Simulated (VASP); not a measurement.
# Cd (P6_3/mmc) in VASP: a series of runs

Aim: see how the results for Cd move with the level of theory and the settings. Levels: PBE, r2SCAN. Tasks: single point.

All numbers are computed with VASP 6.6.1; they aren't measurements. Logs are shortened: lines on timing, memory, paths and dates and some standing lists are left out, and cuts for length are marked.

## (1) The cell of the first run

It takes space group P6_3/mmc (No. 194, hexagonal). The conventional cell has a = 3.091 Å, b = 3.091 Å, c = 5.458 Å, α = 90.00°, β = 90.00°, γ = 120.00°. Cd (site symmetry -6m2) has 12 Cd at 3.09 to 3.26 Å within 4.1 Å.

## (2) Single point, PBE

File INCAR:

```
SYSTEM = Cd
  PREC = Accurate
  ENCUT = 520
  EDIFF = 1E-6
  ISMEAR = 0
  SIGMA = 0.05
  LREAL = .False.
  LASPH = .True.
  NELM = 80
  ALGO = Normal
  ISIF = 2
  LWAVE = .False.
  LCHARG = .True.
  GGA = PE
  LELF = .True.
  LVHAR = .True.
  NBANDS = 19
```

File KPOINTS:

```
Automatic mesh
0
Gamma
  8 8 4
  0 0 0
```

File POSCAR:

```
Cd
1.0
    3.0907332617      0.0000000000      0.0000000000
   -1.5453666309      2.6766535210      0.0000000000
    0.0000000000      0.0000000000      5.4582468561
Cd
2
Direct
    0.3333333333      0.6666666667      0.7500000000
    0.6666666667      0.3333333333      0.2500000000
```

Potentials or basis: VASP PAW PBE potentials, release 64 (Cd).

Started as:

```bash
$ cat potpaw_PBE.64/Cd/POTCAR > POTCAR
$ mpirun -np 1 vasp_std > vasp.out
```

OUTCAR:

```text
SYSTEM = Cd
   PREC = Accurate
   ENCUT = 520
   EDIFF = 1E-6
   ISMEAR = 0
   LREAL = .False.
   LASPH = .True.
   NELM = 80
   ISIF = 2
   GGA = PE

 ion  position               nearest neighbor table
   1  0.333  0.667  0.750-   2 3.26   2 3.26   2 3.26   2 3.26   2 3.26   2 3.26
   2  0.667  0.333  0.250-   1 3.26   1 3.26   1 3.26   1 3.26   1 3.26   1 3.26

  LATTYP: Found a hexagonal cell.
 ALAT       =     3.0907332617
 C/A-ratio  =     1.7660038554

  Lattice vectors:

 A1 = (   3.0907332617,   0.0000000000,   0.0000000000)
 A2 = (  -1.5453666309,   2.6766535210,   0.0000000000)
 A3 = (   0.0000000000,   0.0000000000,   5.4582468561)

Analysis of symmetry for initial positions (statically):
=====================================================================
 Subroutine PRICEL returns:
 Original cell was already a primitive cell.

 Routine SETGRP: Setting up the symmetry group for a
 hexagonal supercell.

 Subroutine GETGRP returns: Found 24 space group operations
 (whereof 12 operations were pure point group operations)
 out of a pool of 24 trial point group operations.

The static configuration has the point symmetry D_3d.
 The point group associated with its full space group is D_6h.

Analysis of symmetry for dynamics (positions and initial velocities):
=====================================================================
 Subroutine PRICEL returns:
 Original cell was already a primitive cell.

 Routine SETGRP: Setting up the symmetry group for a
 hexagonal supercell.

 Subroutine GETGRP returns: Found 24 space group operations
 (whereof 12 operations were pure point group operations)
 out of a pool of 24 trial point group operations.

The dynamic configuration has the point symmetry D_3d.
 The point group associated with its full space group is D_6h.

 Subroutine INISYM returns: Found 24 space group operations
 (whereof 12 operations are pure point group operations),
 and found     1 'primitive' translations

----------------------------------------------------------------------------------------

                                     Primitive cell

  volume of cell :      45.1551

  direct lattice vectors                    reciprocal lattice vectors
     3.090733262  0.000000000  0.000000000     0.323547817  0.186800419  0.000000000
    -1.545366631  2.676653521  0.000000000     0.000000000  0.373600839  0.000000000
[... 76 lines left out ...]
   PREC   = accura    normal or accurate (medium, high low for compatibility)
   ISTART =      0    job   : 0-new  1-cont  2-samecut
   ICHARG =      2    charge: 1-file 2-atom 10-const
   ISPIN  =      1    spin polarized calculation?
   LNONCOLLINEAR =      F non collinear calculations
   LSORBIT =      F    spin-orbit coupling
   LASPH  =      T    aspherical Exc in radial PAW
   ENCUT  =  520.0 eV  38.22 Ry    6.18 a.u.   5.75  5.75 10.15*2*pi/ulx,y,z
   NELM   =     80;   NELMIN=  2; NELMDL= -5     # of ELM steps
   EDIFF  = 0.1E-05   stopping-criterion for ELM
   LREAL  =      F    real-space projection
   EDIFFG = 0.1E-04   stopping-criterion for IOM
   NSW    =      0    number of steps for IOM
   IBRION =     -1    ionic relax: 0-MD 1-quasi-New 2-CG
   NFREE  =      0    steps in history (QN), initial steepest desc. (CG)
   ISIF   =      2    stress and relaxation
   ISYM   =      2    0-nonsym 1-usesym 2-fastsym
   POTIM  = 0.5000    time-step for ionic-motion
   TEBEG  =    0.0;   TEEND  =   0.0 temperature during run
   PSTRESS=    0.0 pullay stress
   NELECT =      24.0000    total number of electrons
   NUPDOWN=      -1.0000    fix difference up-down
   EMIN   =  10.00;   EMAX   =-10.00  energy-range for DOS
   EFERMI =   0.00;   METHOD = LEGACY
   ISMEAR =     0;   SIGMA  =   0.05  broadening in eV -4-tet -1-fermi 0-gaus
   EFERMI_NEDOS =   21; number of points for ismear=-14 and -15
   IALGO  =     38    algorithm
   IMIX   =      4    mixing-type and parameters
     AMIX     =   0.40;   BMIX     =  1.00
     AMIX_MAG =   1.60;   BMIX_MAG =  1.00
  volume/ion in A,a.u.               =      22.58       152.36
  Fermi-wavevector in a.u.,A,eV,Ry     =   1.326100  2.505966 23.926408  1.758541
  Thomas-Fermi vector in A             =   2.455512
   LORBIT       =      0    0 simple, 1 ext, 2 COOP (PROOUT), +10 PAW based schemes
   GGA     = PE    functional components
   LHFCALC =     F    Hartree Fock is set to
   AEXX    =    0.0000 exact exchange contribution
   IVDW    =     0    specifies the selected vdW correction
   LEPSILON=     F    determine dielectric tensor
   LRPA    =     F    only Hartree local field effects (RPA)
 non-spin polarized calculation
 Gauss-broadening in eV      SIGMA  =   0.05
  energy-cutoff  :      520.00
  volume of cell :       45.16
 maximum number of plane-waves:      1228
 NGX is ok and might be reduce to    24
   NGX = 11   NGY = 11   NGZ = 21

 number of electron      24.0000018 magnetization

 Free energy of the ion-electron system (eV)
  ---------------------------------------------------
  ext. energy  EPLUGINS =         0.00000000
  ---------------------------------------------------
  free energy    TOTEN  =        -1.48626311 eV

  energy without entropy =       -1.48584873  energy(sigma->0) =       -1.48605592

 E-fermi :   2.4779     XC(G=0): -10.8084

 val. band max:        2.4436622022   @ k =   0.5000  -0.0000   0.5000
 cond. band min:       2.6240461005   @ k =   0.3750   0.2500   0.5000
 fundamental gap:      0.1803838983
 Fermi energy:         2.4778607051

 k-point     1 :       0.0000    0.0000    0.0000
  band No.  band energies     occupation
      1      -6.9625      2.00000
      2      -6.6379      2.00000
      3      -6.4410      2.00000
      4      -6.4410      2.00000
      5      -6.3785      2.00000
      6      -6.3785      2.00000
[... 505 lines left out ...]
      6      -6.0561      2.00000
[... 11 lines left out ...]
     18      12.3414      0.00000
     19      14.9316      0.00000

 [... further k-points ...]
[... 5 lines left out ...]
  --------------------------------------------------------------------------------------
  -------------------------------------------------------------------------------------
  Total        0.0412666      0.0412666      0.1260982     -0.0000000     -0.0000000      0.0000000
  in kB        1.4642080      1.4642080      4.4741708     -0.0000000     -0.0000000      0.0000000
  external PRESSURE =       2.4675289 kB  Pullay stress =       0.0000000 kB

 VOLUME and BASIS-vectors are now :
 -----------------------------------------------------------------------------
  energy-cutoff  :      520.00
  volume of cell :       45.16
      direct lattice vectors                 reciprocal lattice vectors
     3.090733262  0.000000000  0.000000000     0.323547817  0.186800419  0.000000000
    -1.545366631  2.676653521  0.000000000     0.000000000  0.373600839  0.000000000
     0.000000000  0.000000000  5.458246856     0.000000000  0.000000000  0.183209009

 POSITION                                       TOTAL-FORCE (eV/Angst)
 -----------------------------------------------------------------------------------
     -0.00000      1.78444      4.09369         0.000000     -0.000000      0.000000
      1.54537      0.89222      1.36456        -0.000000      0.000000      0.000000
 -----------------------------------------------------------------------------------
    total drift:                                0.000000     -0.000000      0.000000

  FREE ENERGIE OF THE ION-ELECTRON SYSTEM (eV)
  ---------------------------------------------------
  free  energy   TOTEN  =        -1.4862631139 eV

  energy  without entropy=       -1.4858487264  energy(sigma->0) =       -1.48605592
```

Wall time 16 s (1 thread of Oxide Virtual Turin-like, shared host); peak memory 0.14 GiB.

Results:

| Item | Value |
| --- | --- |
| Free energy | -1.4863 eV |
| Pressure | 0.2 GPa |
| Band gap on the k mesh | zero (bands 12 and 13 overlap by 3.64 eV) |

(Part 1 of 2 ends here.)

The gap in the log of VASP goes by the Fermi energy; the results here count the filled bands.